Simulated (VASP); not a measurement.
# BaTiO3 (P1) in VASP: single point with PBE

Aim: the single point of BaTiO3 with PBE.

All numbers are computed with VASP 6.6.1; they aren't measurements. Logs are shortened: lines on timing, memory, paths and dates and some standing lists are left out, and cuts for length are marked.

### Step 1. The cell of the first run

The typed cell holds 10 atoms: a = 4.018 Å, b = 5.659 Å, c = 5.659 Å, α = 89.51°, β = 89.87°, γ = 89.87°.

### Step 2. Single point, PBE

The input, INCAR:

```
  ALGO = Normal
  EDIFF = 1E-7
  ENCUT = 520
  GGA = PE
  ISIF = 2
  ISMEAR = -1
  LASPH = True
  LCHARG = False
  LREAL = False
  LWAVE = False
  NBANDS = 51
  NELM = 80
  PREC = Accurate
  SIGMA = 0.05
```

The input, KPOINTS:

```
k-points
0
Gamma
  3 2 2
```

The input, POSCAR:

```
BaTiO3
1.0
    0.0000000000     -2.8370500000     -2.8458000000
   -3.9841000000      2.8370500000     -2.8458000000
    3.9841000000      2.8370500000     -2.8458000000
Ba Ti O
2 2 6
Direct
    0.0148275600      0.5234218200      0.4959489100
    0.9851724400      0.9765781800      0.0040510900
    0.4694877500      0.0034791500      0.4981254400
    0.5147122500      0.4886208500      0.9939745600
    0.4861290400      0.2541884600      0.2805196700
    0.5296709600      0.7537115400      0.7273803300
    0.4350219600      0.8166803800      0.2799618100
    0.5599580400      0.1896096200      0.7263281900
    0.0211442800      0.0015745600      0.5051000400
    0.9914357200      0.4959154400      0.9923899600
```

Potentials or basis: VASP PAW PBE potentials, release 64 (Ba_sv, Ti_sv, O).

Run with:

```bash
cat potpaw_PBE.64/Ba_sv/POTCAR potpaw_PBE.64/Ti_sv/POTCAR potpaw_PBE.64/O/POTCAR > POTCAR
mpirun -np 1 vasp_std > vasp.out
```

OUTCAR:

```text
EDIFF = 1E-7
   ENCUT = 520
   GGA = PE
   ISIF = 2
   ISMEAR = -1
   LASPH = True
   LREAL = False
   NELM = 80
   PREC = Accurate

 ion  position               nearest neighbor table
   1  0.015  0.523  0.496-   7 2.66   6 2.69   9 2.71   5 2.72   6 2.78  10 2.81  10 2.86   5 2.89
                             8 2.93   9 2.95   7 3.10   8 3.17   3 3.28   3 3.46   4 3.46   4 3.47
   2  0.985  0.977  0.004-   7 2.55   8 2.61  10 2.72   6 2.73   9 2.83   9 2.84   7 2.85  10 2.94
                             6 2.97   5 2.99   5 3.01   8 3.04   4 3.35   3 3.41   4 3.46   3 3.46
   3  0.469  0.003  0.498-   7 1.64   8 1.71   9 1.80   5 1.87   6 1.93   9 2.22   1 3.28   2 3.41
                             1 3.46   2 3.46   2 3.48   1 3.49   2 3.54   1 3.67
   4  0.515  0.489  0.994-  10 1.92   5 2.09  10 2.10   6 2.12   8 2.29   2 3.35   2 3.46   1 3.46
                             1 3.47   1 3.48   2 3.48   1 3.49   2 3.60
   5  0.486  0.254  0.281-   3 1.87   4 2.09   1 2.72   1 2.89   2 2.99   2 3.01
   6  0.530  0.754  0.727-   3 1.93   4 2.12   1 2.69   2 2.73   1 2.78   2 2.97
   7  0.435  0.817  0.280-   3 1.64   2 2.55   1 2.66   2 2.85   1 3.10
   8  0.560  0.190  0.726-   3 1.71   4 2.29   2 2.61   1 2.93   2 3.04   1 3.17
   9  0.021  0.002  0.505-   3 1.80   3 2.22   1 2.71   2 2.83   2 2.84   1 2.95
  10  0.991  0.496  0.992-   4 1.92   4 2.10   2 2.72   1 2.81   1 2.86   2 2.94

  LATTYP: Found a base centered monoclinic cell.
 ALAT       =     8.0367730695
 B/A-ratio  =     0.9914675867
 C/A-ratio  =     0.5000000000
 COS(beta)  =    -0.0030794335

  Lattice vectors:

 A1 = (   3.9841000000,  -2.8370500000,   2.8458000000)
 A2 = (  -3.9841000000,  -2.8370500000,   2.8458000000)
 A3 = (   0.0000000000,  -2.8370500000,  -2.8458000000)

Analysis of symmetry for initial positions (statically):
=====================================================================
 Subroutine PRICEL returns:
 Original cell was already a primitive cell.

 Routine SETGRP: Setting up the symmetry group for a
 base centered monoclinic supercell.

 Subroutine GETGRP returns: Found  1 space group operations
 (whereof  1 operations were pure point group operations)
 out of a pool of  4 trial point group operations.

The static configuration has the point symmetry C_1 .

Analysis of symmetry for dynamics (positions and initial velocities):
=====================================================================
 Subroutine PRICEL returns:
 Original cell was already a primitive cell.

 Routine SETGRP: Setting up the symmetry group for a
 base centered monoclinic supercell.

 Subroutine GETGRP returns: Found  1 space group operations
 (whereof  1 operations were pure point group operations)
 out of a pool of  4 trial point group operations.

The dynamic configuration has the point symmetry C_1 .

 Subroutine INISYM returns: Found  1 space group operations
 (whereof  1 operations are pure point group operations),
 and found     1 'primitive' translations

----------------------------------------------------------------------------------------

                                     Primitive cell

  volume of cell :     128.6653

  direct lattice vectors                    reciprocal lattice vectors
     0.000000000 -2.837050000 -2.845800000     0.000000000 -0.176239404 -0.175697519
    -3.984100000  2.837050000 -2.845800000    -0.125498858  0.088119702 -0.087848760
     3.984100000  2.837050000 -2.845800000     0.125498858  0.088119702 -0.087848760

  length of vectors
     4.018386535  5.658664432  5.658664432     0.248857280  0.176727049  0.176727049

  position of ions in fractional coordinates (direct lattice)
     0.014827560  0.523421820  0.495948910
     0.985172440  0.976578180  0.004051090
     0.469487750  0.003479150  0.498125440
     0.514712250  0.488620850  0.993974560
     0.486129040  0.254188460  0.280519670
     0.529670960  0.753711540  0.727380330
     0.435021960  0.816680380  0.279961810
     0.559958040  0.189609620  0.726328190
     0.021144280  0.001574560  0.505100040
     0.991435720  0.495915440  0.992389960

  ion indices of the primitive-cell ions
   primitive index   ion index
                 1           1
                 2           2
                 3           3
                 4           4
                 5           5
                 6           6
                 7           7
                 8           8
                 9           9
                10          10

----------------------------------------------------------------------------------------

 KPOINTS: k-points

Automatic generation of k-mesh.
 Grid dimensions read from file:
 generate k-points for:    3    2    2

 Generating k-lattice:

  Cartesian coordinates                     Fractional coordinates (reciprocal lattice)
     0.000000000 -0.058746468 -0.058565840     0.333333333  0.000000000  0.000000000
    -0.062749429  0.044059851 -0.043924380     0.000000000  0.500000000  0.000000000
     0.062749429  0.044059851 -0.043924380     0.000000000  0.000000000  0.500000000

  Length of vectors
     0.082952427  0.088363524  0.088363524

  Shift w.r.t. Gamma in fractional coordinates (k-lattice)
     0.000000000  0.000000000  0.000000000

 Subroutine IBZKPT returns following result:
 ===========================================

 Found      8 irreducible k-points:

 Following reciprocal coordinates:
            Coordinates               Weight
  0.000000  0.000000  0.000000      1.000000
  0.333333  0.000000  0.000000      2.000000
  0.000000  0.500000  0.000000      1.000000
  0.000000  0.000000  0.500000      1.000000
  0.333333  0.500000  0.000000      2.000000
 -0.333333 -0.000000  0.500000      2.000000
  0.000000  0.500000  0.500000      1.000000
  0.333333  0.500000  0.500000      2.000000
   k-points           NKPTS =      8   k-points in BZ     NKDIM =      8   number of bands    NBANDS=     51
   number of dos      NEDOS =    301   number of ions     NIONS =     10
   total plane-waves  NPLWV =  52920
   dimension x,y,z NGX =    30 NGY =   42 NGZ =   42
   dimension x,y,z NGXF=    60 NGYF=   84 NGZF=   84
   ions per type =               2   2   6
   NGX,Y,Z   is equivalent  to a cutoff of  12.41, 12.34, 12.34 a.u.
   NGXF,Y,Z  is equivalent  to a cutoff of  24.82, 24.68, 24.68 a.u.
 SYSTEM =  unknown system
   PREC   = accura    normal or accurate (medium, high low for compatibility)
   ISTART =      0    job   : 0-new  1-cont  2-samecut
   ICHARG =      2    charge: 1-file 2-atom 10-const
   ISPIN  =      1    spin polarized calculation?
   LNONCOLLINEAR =      F non collinear calculations
   LSORBIT =      F    spin-orbit coupling
   LASPH  =      T    aspherical Exc in radial PAW
   ENCUT  =  520.0 eV  38.22 Ry    6.18 a.u.   7.47 10.52 10.52*2*pi/ulx,y,z
   NELM   =     80;   NELMIN=  2; NELMDL= -5     # of ELM steps
   EDIFF  = 0.1E-06   stopping-criterion for ELM
   LREAL  =      F    real-space projection
   EDIFFG = 0.1E-05   stopping-criterion for IOM
   NSW    =      0    number of steps for IOM
   IBRION =     -1    ionic relax: 0-MD 1-quasi-New 2-CG
   NFREE  =      0    steps in history (QN), initial steepest desc. (CG)
   ISIF   =      2    stress and relaxation
   ISYM   =      2    0-nonsym 1-usesym 2-fastsym
   POTIM  = 0.5000    time-step for ionic-motion
   TEBEG  =    0.0;   TEEND  =   0.0 temperature during run
   PSTRESS=    0.0 pullay stress
   NELECT =      80.0000    total number of electrons
   NUPDOWN=      -1.0000    fix difference up-down
   EMIN   =  10.00;   EMAX   =-10.00  energy-range for DOS
   EFERMI =   0.00;   METHOD = LEGACY
   ISMEAR =    -1;   SIGMA  =   0.05  broadening in eV -4-tet -1-fermi 0-gaus
   EFERMI_NEDOS =   21; number of points for ismear=-14 and -15
   IALGO  =     38    algorithm
   IMIX   =      4    mixing-type and parameters
     AMIX     =   0.40;   BMIX     =  1.00
     AMIX_MAG =   1.60;   BMIX_MAG =  1.00
  volume/ion in A,a.u.               =      12.87        86.83
  Fermi-wavevector in a.u.,A,eV,Ry     =   1.397283  2.640482 26.564002  1.952399
  Thomas-Fermi vector in A             =   2.520554
   LORBIT       =      0    0 simple, 1 ext, 2 COOP (PROOUT), +10 PAW based schemes
   GGA     = PE    functional components
[... 5 lines left out ...]
 non-spin polarized calculation
  energy-cutoff  :      520.00
  volume of cell :      128.67
 maximum number of plane-waves:      3484
 NGX is ok and might be reduce to    30
   NGX = 15   NGY = 21   NGZ = 21

 number of electron      80.0000008 magnetization

 Free energy of the ion-electron system (eV)
  ---------------------------------------------------
  ext. energy  EPLUGINS =         0.00000000
  ---------------------------------------------------
  free energy    TOTEN  =       -75.29377189 eV

  energy without entropy =      -75.29332935  energy(sigma->0) =      -75.29355062

 E-fermi :   4.6793     XC(G=0): -11.1885

 val. band max:        4.3054461597   @ k =   0.0000   0.0000   0.0000
 cond. band min:       4.9678419677   @ k =   0.0000   0.0000   0.0000
 fundamental gap:      0.6623958080
 Fermi energy:         4.6792688327

 k-point     1 :       0.0000    0.0000    0.0000
  band No.  band energies     occupation
      1     -53.6482      2.00000
      2     -51.0061      2.00000
      3     -29.9025      2.00000
      4     -29.8590      2.00000
      5     -29.7372      2.00000
      6     -28.0238      2.00000
[... 43 lines left out ...]
     50       9.4832      0.00000
     51      10.1048      0.00000

 k-point     2 :       0.3333    0.0000    0.0000
  band No.  band energies     occupation
      1     -53.6475      2.00000
      2     -51.0053      2.00000
      3     -29.9360      2.00000
      4     -29.8600      2.00000
      5     -29.7358      2.00000
      6     -28.0225      2.00000
[... 316 lines left out ...]
 k-point     8 :       0.3333    0.5000    0.5000
  band No.  band energies     occupation
      1     -53.6475      2.00000
      2     -51.0053      2.00000
      3     -29.9358      2.00000
      4     -29.8603      2.00000
      5     -29.7361      2.00000
      6     -28.0232      2.00000
[... 43 lines left out ...]
     50      11.3086      0.00000
     51      11.6910      0.00000

------------------------ aborting loop because EDIFF is reached ----------------------------------------

  FORCE on cell =-STRESS in cart. coord.  units (eV):
  Direction    XX          YY          ZZ          XY          YZ          ZX
  --------------------------------------------------------------------------------------
  -------------------------------------------------------------------------------------
  Total        9.4924301     16.8602969     21.1716328     -0.5281239     -8.5512492     -1.4962977
  in kB      118.2024297    209.9491955    263.6351712     -6.5763489   -106.4825783    -18.6323232
  external PRESSURE =     197.2622655 kB  Pullay stress =       0.0000000 kB

 VOLUME and BASIS-vectors are now :
 -----------------------------------------------------------------------------
  energy-cutoff  :      520.00
  volume of cell :      128.67
      direct lattice vectors                 reciprocal lattice vectors
     0.000000000 -2.837050000 -2.845800000     0.000000000 -0.176239404 -0.175697519
    -3.984100000  2.837050000 -2.845800000    -0.125498858  0.088119702 -0.087848760
     3.984100000  2.837050000 -2.845800000     0.125498858  0.088119702 -0.087848760

 POSITION                                       TOTAL-FORCE (eV/Angst)
 -----------------------------------------------------------------------------------
     -0.10945      2.84994     -2.94312         0.829984     -0.062046      0.770437
     -3.87465     -0.01289     -5.59428        -1.031788      0.351700     -0.422520
      1.97072      0.09112     -2.76353         0.249728      1.987375     -1.904109
      2.01338      2.74593     -5.68394         0.369461     -1.100866      0.736436
      0.10491      0.13782     -2.90510        -5.715448     -0.555817     -0.464348
     -0.10491      2.69923     -5.72223         4.990649      0.217261      0.609298
     -2.13834      1.87705     -4.35881         0.080896     -9.468562      6.759246
      2.13834      1.00993     -4.20010        -0.092174      6.988577     -6.749177
      2.00610      1.37747     -1.50207         0.061628      1.497516      0.796132
      1.97800      1.40964     -7.05685         0.257064      0.144862     -0.131397
 -----------------------------------------------------------------------------------
    total drift:                                0.000856     -0.000483     -0.001137

  FREE ENERGIE OF THE ION-ELECTRON SYSTEM (eV)
  ---------------------------------------------------
  free  energy   TOTEN  =       -75.2937718906 eV

  energy  without entropy=      -75.2933293506  energy(sigma->0) =      -75.29355062
```

It took 86 s on 1 thread of Intel Xeon Platinum 8259CL at 2.50GHz (Skylake/Cascade Lake), shared host; peak memory 0.24 GiB.

Results:

* Free energy: -75.2938 eV
* Pressure: 19.7 GPa
* Largest force: 11.634 eV/Å
* Band gap on the k mesh: 0.66 eV, direct

Forces on the atoms (eV/Å):
```
Ba   0.830 -0.062  0.770
Ba  -1.032  0.352 -0.423
Ti   0.250  1.987 -1.904
Ti   0.369 -1.101  0.736
O   -5.715 -0.556 -0.464
O    4.991  0.217  0.609
O    0.081 -9.469  6.759
O   -0.092  6.989 -6.749
O    0.062  1.498  0.796
O    0.257  0.145 -0.131
```

Caveat: the k points lie up to 0.56 Å⁻¹ apart; spin-orbit coupling is left out, which moves the levels of the heavy elements; forces of over 1 eV/Å act on the atoms, so gaps and moduli don't describe the material at rest. A k mesh can miss the band edges.
